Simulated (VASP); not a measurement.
# Y (P6_3/mmc) in VASP: notebook

Y is run at these levels: PBEsol; tasks: single point, relaxation of cell and atoms.

All numbers are computed with VASP 6.6.1; they aren't measurements. Logs are shortened: lines on timing, memory, paths and dates and some standing lists are left out, and cuts for length are marked.

### 1 The cell of the first run

The structure is hexagonal, space group P6_3/mmc (No. 194). The conventional cell has a = 3.597 Å, b = 3.597 Å, c = 5.589 Å, α = 90.00°, β = 90.00°, γ = 120.00°. Within 4.6 Å of Y (site symmetry -6m2) lie 12 Y at 3.48 to 3.60 Å.

### 2 Single point, PBEsol

File INCAR:

```
PREC = Accurate
ENCUT = 520
EDIFF = 1E-7
ISMEAR = -1
SIGMA = 0.05
LREAL = False
LASPH = True
NELM = 80
ALGO = Normal
ISIF = 2
LWAVE = False
LCHARG = True
GGA = PS
LELF = True
LVHAR = True
NBANDS = 18
```

File KPOINTS:

```
regular mesh
0
Gamma
  15 15 8
```

File POSCAR:

```
Y
1.0
    3.5970494139      0.0000000000      0.0000000000
   -1.7985247069      3.1151361711      0.0000000000
    0.0000000000      0.0000000000      5.5887403428
Y
2
Direct
    0.3333333333      0.6666666667      0.2500000000
    0.6666666667      0.3333333333      0.7500000000
```

Potentials or basis: VASP PAW PBE potentials, release 64 (Y_sv).

Launch:

```bash
$ cat potpaw_PBE.64/Y_sv/POTCAR > POTCAR
$ mpirun -np 1 vasp_std > vasp.out
```

OUTCAR:

```text
PREC = Accurate
   ENCUT = 520
   EDIFF = 1E-7
   ISMEAR = -1
   LREAL = False
   LASPH = True
   NELM = 80
   ISIF = 2
   GGA = PS

 ion  position               nearest neighbor table
   1  0.333  0.667  0.250-   2 3.48   2 3.48   2 3.48   2 3.48   2 3.48   2 3.48
   2  0.667  0.333  0.750-   1 3.48   1 3.48   1 3.48   1 3.48   1 3.48   1 3.48

  LATTYP: Found a hexagonal cell.
 ALAT       =     3.5970494139
 C/A-ratio  =     1.5537012978

  Lattice vectors:

 A1 = (   3.5970494139,   0.0000000000,   0.0000000000)
 A2 = (  -1.7985247069,   3.1151361711,   0.0000000000)
 A3 = (   0.0000000000,   0.0000000000,   5.5887403428)

Analysis of symmetry for initial positions (statically):
=====================================================================
 Subroutine PRICEL returns:
 Original cell was already a primitive cell.

 Routine SETGRP: Setting up the symmetry group for a
 hexagonal supercell.

 Subroutine GETGRP returns: Found 24 space group operations
 (whereof 12 operations were pure point group operations)
 out of a pool of 24 trial point group operations.

The static configuration has the point symmetry D_3d.
 The point group associated with its full space group is D_6h.

Analysis of symmetry for dynamics (positions and initial velocities):
=====================================================================
 Subroutine PRICEL returns:
 Original cell was already a primitive cell.

 Routine SETGRP: Setting up the symmetry group for a
 hexagonal supercell.

 Subroutine GETGRP returns: Found 24 space group operations
 (whereof 12 operations were pure point group operations)
 out of a pool of 24 trial point group operations.

The dynamic configuration has the point symmetry D_3d.
 The point group associated with its full space group is D_6h.

 Subroutine INISYM returns: Found 24 space group operations
 (whereof 12 operations are pure point group operations),
 and found     1 'primitive' translations

----------------------------------------------------------------------------------------

                                     Primitive cell

  volume of cell :      62.6235

  direct lattice vectors                    reciprocal lattice vectors
     3.597049414  0.000000000  0.000000000     0.278005633  0.160506627  0.000000000
[... 82 lines left out ...]
   LSORBIT =      F    spin-orbit coupling
   LASPH  =      T    aspherical Exc in radial PAW
   ENCUT  =  520.0 eV  38.22 Ry    6.18 a.u.   6.69  6.69 10.39*2*pi/ulx,y,z
   NELM   =     80;   NELMIN=  2; NELMDL= -5     # of ELM steps
   EDIFF  = 0.1E-06   stopping-criterion for ELM
   LREAL  =      F    real-space projection
   EDIFFG = 0.1E-05   stopping-criterion for IOM
   NSW    =      0    number of steps for IOM
   IBRION =     -1    ionic relax: 0-MD 1-quasi-New 2-CG
   NFREE  =      0    steps in history (QN), initial steepest desc. (CG)
   ISIF   =      2    stress and relaxation
   ISYM   =      2    0-nonsym 1-usesym 2-fastsym
   POTIM  = 0.5000    time-step for ionic-motion
   TEBEG  =    0.0;   TEEND  =   0.0 temperature during run
   PSTRESS=    0.0 pullay stress
   NELECT =      22.0000    total number of electrons
   NUPDOWN=      -1.0000    fix difference up-down
   EMIN   =  10.00;   EMAX   =-10.00  energy-range for DOS
   EFERMI =   0.00;   METHOD = LEGACY
   ISMEAR =    -1;   SIGMA  =   0.05  broadening in eV -4-tet -1-fermi 0-gaus
   EFERMI_NEDOS =   21; number of points for ismear=-14 and -15
   IALGO  =     38    algorithm
   IMIX   =      4    mixing-type and parameters
     AMIX     =   0.40;   BMIX     =  1.00
     AMIX_MAG =   1.60;   BMIX_MAG =  1.00
  volume/ion in A,a.u.               =      31.31       211.30
  Fermi-wavevector in a.u.,A,eV,Ry     =   1.155145  2.182908 18.155078  1.334361
  Thomas-Fermi vector in A             =   2.291776
   LORBIT       =      0    0 simple, 1 ext, 2 COOP (PROOUT), +10 PAW based schemes
   GGA     = PS    functional components
   LHFCALC =     F    Hartree Fock is set to
   AEXX    =    0.0000 exact exchange contribution
   IVDW    =     0    specifies the selected vdW correction
   LEPSILON=     F    determine dielectric tensor
   LRPA    =     F    only Hartree local field effects (RPA)
 non-spin polarized calculation
  energy-cutoff  :      520.00
  volume of cell :       62.62
 maximum number of plane-waves:      1713
 NGX is ok and might be reduce to    28
   NGX = 13   NGY = 13   NGZ = 21

 number of electron      22.0000002 magnetization

 Free energy of the ion-electron system (eV)
  ---------------------------------------------------
  ext. energy  EPLUGINS =         0.00000000
  ---------------------------------------------------
  free energy    TOTEN  =       -13.65511325 eV

  energy without entropy =      -13.62518318  energy(sigma->0) =      -13.64014821

 E-fermi :   3.1124     XC(G=0):  -9.7218

 val. band max:        3.1017357887   @ k =   0.3333   0.2667   0.3750
 cond. band min:       3.1231320312   @ k =   0.2000   0.0000   0.2500
 fundamental gap:      0.0213962425
 Fermi energy:         3.1124176932

 k-point     1 :       0.0000    0.0000    0.0000
  band No.  band energies     occupation
      1     -39.3648      2.00000
      2     -39.2702      2.00000
      3     -19.7335      2.00000
      4     -19.1704      2.00000
      5     -19.1704      2.00000
      6     -19.0605      2.00000
[... 481 lines left out ...]
      5     -19.3856      2.00000
      6     -19.3804      2.00000
[... 10 lines left out ...]
     17       8.2865      0.00000
     18       8.6035      0.00000

 [... further k-points ...]

------------------------ aborting loop because EDIFF is reached ----------------------------------------

  FORCE on cell =-STRESS in cart. coord.  units (eV):
  Direction    XX          YY          ZZ          XY          YZ          ZX
  --------------------------------------------------------------------------------------
  -------------------------------------------------------------------------------------
  Total       -0.0419607     -0.0419607     -0.0582474     -0.0000000      0.0000000      0.0000000
  in kB       -1.0735339     -1.0735339     -1.4902171     -0.0000000      0.0000000      0.0000000
  external PRESSURE =      -1.2124283 kB  Pullay stress =       0.0000000 kB

 VOLUME and BASIS-vectors are now :
 -----------------------------------------------------------------------------
  energy-cutoff  :      520.00
  volume of cell :       62.62
      direct lattice vectors                 reciprocal lattice vectors
     3.597049414  0.000000000  0.000000000     0.278005633  0.160506627  0.000000000
    -1.798524707  3.115136171  0.000000000     0.000000000  0.321013254  0.000000000
     0.000000000  0.000000000  5.588740343     0.000000000  0.000000000  0.178931197

 POSITION                                       TOTAL-FORCE (eV/Angst)
 -----------------------------------------------------------------------------------
     -0.00000      2.07676      1.39719         0.000000     -0.000000      0.000000
      1.79852      1.03838      4.19156        -0.000000      0.000000      0.000000
 -----------------------------------------------------------------------------------
    total drift:                                0.000000     -0.000000      0.000000

  FREE ENERGIE OF THE ION-ELECTRON SYSTEM (eV)
  ---------------------------------------------------
  free  energy   TOTEN  =       -13.6551132465 eV

  energy  without entropy=      -13.6251831761  energy(sigma->0) =      -13.64014821
```

OSZICAR:

```text
N       E                     dE             d eps       ncg     rms          rms(c)
DAV:   1     0.877488092708E+02    0.87749E+02   -0.11326E+04  4876   0.116E+03
DAV:   2    -0.638340024958E+01   -0.94132E+02   -0.92461E+02  5944   0.260E+02
DAV:   3    -0.138757357005E+02   -0.74923E+01   -0.74239E+01  8498   0.434E+01
DAV:   4    -0.140847327276E+02   -0.20900E+00   -0.20882E+00  5890   0.746E+00
DAV:   5    -0.140911177376E+02   -0.63850E-02   -0.63829E-02  7016   0.929E-01    0.342E+01
DAV:   6    -0.137293922791E+02    0.36173E+00   -0.44620E-01  5290   0.405E+00    0.211E+01
DAV:   7    -0.136683791854E+02    0.61013E-01   -0.87281E-01  6588   0.514E+00    0.182E+00
DAV:   8    -0.136555255841E+02    0.12854E-01   -0.15043E-01  5922   0.225E+00    0.835E-01
DAV:   9    -0.136550645845E+02    0.46100E-03   -0.44479E-03  6344   0.409E-01    0.339E-01
DAV:  10    -0.136551292339E+02   -0.64649E-04   -0.12522E-03  5372   0.303E-01    0.178E-01
DAV:  11    -0.136551157013E+02    0.13533E-04   -0.69752E-05  7288   0.619E-02    0.227E-02
DAV:  12    -0.136551120261E+02    0.36751E-05   -0.18383E-05  5492   0.364E-02    0.237E-02
DAV:  13    -0.136551131193E+02   -0.10932E-05   -0.42815E-06  5348   0.186E-02    0.273E-03
DAV:  14    -0.136551133265E+02   -0.20726E-06   -0.22508E-07  5728   0.314E-03    0.751E-04
DAV:  15    -0.136551132465E+02    0.80072E-07   -0.18361E-08  3004   0.118E-03
   1 F= -.13655113E+02 E0= -.13640148E+02  d E =-.299301E-01
```

stdout:

```text
POSCAR found type information on POSCAR Y
 POSCAR found :  1 types and       2 ions
 scaLAPACK will be used
 -----------------------------------------------------------------------------
|                                                                             |
|                                                                             |
|     You enforced a specific xc type in the INCAR file but a different       |
|     I HOPE YOU KNOW WHAT YOU ARE DOING!                                     |
|                                                                             |
 -----------------------------------------------------------------------------

 LDA part: xc-table for (Slater+PW92), standard interpolation
 POSCAR, INCAR and KPOINTS ok, starting setup
 FFT: planning ... GRIDC
 FFT: planning ... GRID_SOFT
 FFT: planning ... GRID
 WAVECAR not read
 entering main loop
```

It took 1.9 min on 1 thread of AMD EPYC 7R13 (Zen 3), shared host; peak memory 0.25 GiB.

Results:

```yaml
Free_energy: -13.6551 eV
Pressure: -0.1 GPa
Band_gap_on_the_k_mesh: zero (bands 11 and 12 overlap by 1.57 eV)
```

Levels at points of the mesh, in eV from the Fermi level:
```
           k point  band 9  band 10  band 11  band 12  band 13  band 14
(0.00, 0.00, 0.00)   -4.77    -1.93     1.12     1.77     1.77     2.18
(0.00, 0.00, 0.50)   -3.25    -3.25     1.01     1.01     1.67     1.67
```

Caveat: the PAW data sets were made with another functional, which shifts forces and pressure a little.

(Part 1 of 2 ends here.)
